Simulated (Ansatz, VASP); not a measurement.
# CdTe: VASP beside Ansatz

File INCAR:

```
ALGO     = Normal         # electronic algorithm
EDIFF    = 1E-6           # SCF threshold, eV
ENCUT    = 520            # plane-wave cutoff, eV
GGA      = PE             # functional
ISIF     = 2              # what is computed and relaxed
ISMEAR   = 0              # smearing method
LASPH    = True           # aspherical terms in the spheres
LCHARG   = False          # write CHGCAR
LREAL    = False          # projectors in reciprocal space
LWAVE    = False          # write WAVECAR
NBANDS   = 16             # bands
NELM     = 60             # most SCF steps
PREC     = Accurate       # precision mode
SIGMA    = 0.01           # smearing width, eV
```

The input KPOINTS:

```
k-points
0
Gamma
  8 8 8
```

Contents of POSCAR:

```
CdTe
1.0
    0.0000000000      3.2050000000      3.2050000000
    3.2050000000      0.0000000000      3.2050000000
    3.2050000000      3.2050000000      0.0000000000
Cd Te
1 1
Direct
    0.0000000000      0.0000000000      0.0000000000
    0.2500000000      0.2500000000      0.2500000000
```

Input for Ansatz:

```yaml
crystal:
  lattice:
    - [0.0, 3.205, 3.205]
    - [3.205, 0.0, 3.205]
    - [3.205, 3.205, 0.0]
  atoms:
    - { symbol: Cd, position: [0.0, 0.0, 0.0] }
    - { symbol: Te, position: [0.25, 0.25, 0.25] }
basis:
  ecutwfc: 476.19925930478996
kpoints:
  mp_grid:
    grid: [8, 8, 8]
hamiltonian:
  xc: pbe
  pseudopotentials:
    kind: paw
scf:
  convergence:
    dr2_threshold: 1.0e-09
  occupations:
    method: fixed
output:
  eigenvalues: true
```

Alike in both runs: task single point; functional PBE; k mesh 8 × 8 × 8; no spin polarisation.

```csv
,VASP,Ansatz
version,VASP 6.6.1,Ansatz 0.2.0
potentials or method,"VASP PAW PBE potentials, release 64 (Cd, Te), cutoff 520 eV","plane waves, PAW"
occupations,"gaussian, width 0.01 eV",fixed
valence electrons in the cell,18,36
```

|  | VASP | Ansatz | Ansatz less VASP |
| --- | --- | --- | --- |
| gap on the k mesh at the Fermi level (eV) | 0.87 | 0.87 | 0.000 |

VASP's potentials hold 18 valence electrons a cell and Ansatz's 36, so a difference there can come from the potentials and not from the codes.

Neither program's run includes spin-orbit coupling.
